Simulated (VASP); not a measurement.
Runs of VASP 6.6.1 on GePbSe2. It takes space group P4/mmm (No. 123, tetragonal). Conventional cell: a = 4.195 Å, b = 4.195 Å, c = 5.945 Å, α = 90.00°, β = 90.00°, γ = 90.00°. Ge (site symmetry 4/mmm) has 6 Se at 2.97 Å within 3.9 Å. Se (site symmetry 4/mmm) has 4 Pb at 2.97 Å and 2 Ge at 2.97 Å within 3.9 Å. Se (site symmetry 4/mmm) has 4 Ge at 2.97 Å and 2 Pb at 2.97 Å within 3.9 Å. Within 3.9 Å of Pb (site symmetry 4/mmm) lie 6 Se at 2.97 Å. 

| level | spin | k mesh | smearing | grid for exact exchange (PRECFOCK) | share of exact exchange | screening parameter | gap on the mesh (eV) | pressure (GPa) |
| --- | --- | --- | --- | --- | --- | --- | --- | --- |
| r2SCAN | off | 4 × 4 × 4 | methfessel-paxton 0.05 eV | - | - | - | (a) | -0.2 |
| r2SCAN | collinear, zero start | 4 × 4 × 4 | fermi-dirac 0.02 eV | - | - | - | 0.07 | -0.2 |
| r2SCAN | off | 4 × 4 × 4 | fermi-dirac 0.02 eV | - | - | - | 0.07 | -0.2 |
| HSE06 | off | 4 × 4 × 2 | fermi-dirac 0.02 eV | Normal | 0.25 | 0.2079 1/Å | 0.00 | 0.4 |

Alike in all rows: task single point; potentials or basis VASP PAW PBE potentials, release 64 (Ge_d, Se, Pb_d); cell as given; cutoff (eV) 520.

Q: Fill in the values left out.

A: (a) 0.06.

Caveats: some runs use coarse meshes; the PAW data sets were made with another functional, which shifts forces and pressure a little; spin-orbit coupling is left out, which moves the levels of the heavy elements.

A k mesh can miss the band edges, and the runs leave out spin-orbit coupling on Ge, Pb, Se.
